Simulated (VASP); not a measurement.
Input of a VASP 6.6.1 run:

File INCAR:

```
SYSTEM = Ru
PREC     = Accurate       ! precision mode
ENCUT    = 520            ! plane-wave cutoff, eV
EDIFF    = 1E-7           ! SCF threshold, eV
ISMEAR   = -1             ! smearing method
SIGMA    = 0.1            ! smearing width, eV
LREAL    = .FALSE.        ! projectors in reciprocal space
LASPH    = .TRUE.         ! aspherical terms in the spheres
NELM     = 60             ! most SCF steps
ALGO     = Normal         ! electronic algorithm
ISIF     = 2              ! what is computed and relaxed
LWAVE    = .FALSE.        ! write WAVECAR
LCHARG   = .FALSE.        ! write CHGCAR
GGA      = RP             ! functional
NBANDS   = 21             ! bands
ISYM     = 0
```

File KPOINTS:

```
regular mesh
0
G
  14 14 10
  0 0 0
```

File POSCAR:

```
Ru
1.0
   -3.0510789736      2.6361540653      1.3407205428
    2.6361540653     -3.0510789736      1.3407205428
    2.2937712662      2.2937712662     -2.1006562723
Ru
2
Direct
    0.9805386393      0.0194613607      0.0000000000
    0.7694613607      0.2305386393      0.5000000000
```

Potentials or basis: VASP PAW PBE potentials, release 64 (Ru_pv).

Run with:

```bash
$ cat potpaw_PBE.64/Ru_pv/POTCAR > POTCAR
$ mpirun -np 1 vasp_std > vasp.out
```

Estimate the band gap on the k mesh.

zero (bands 14 and 15 overlap by 2.38 eV).

Predict the pressure.

0.0 GPa.

Forces in eV/Å, atoms in the order of the input:
```
Ru  -0.014  0.014  0.000
Ru   0.014 -0.014  0.000
```

Caveat: the PAW data sets were made with another functional, which shifts forces and pressure a little.
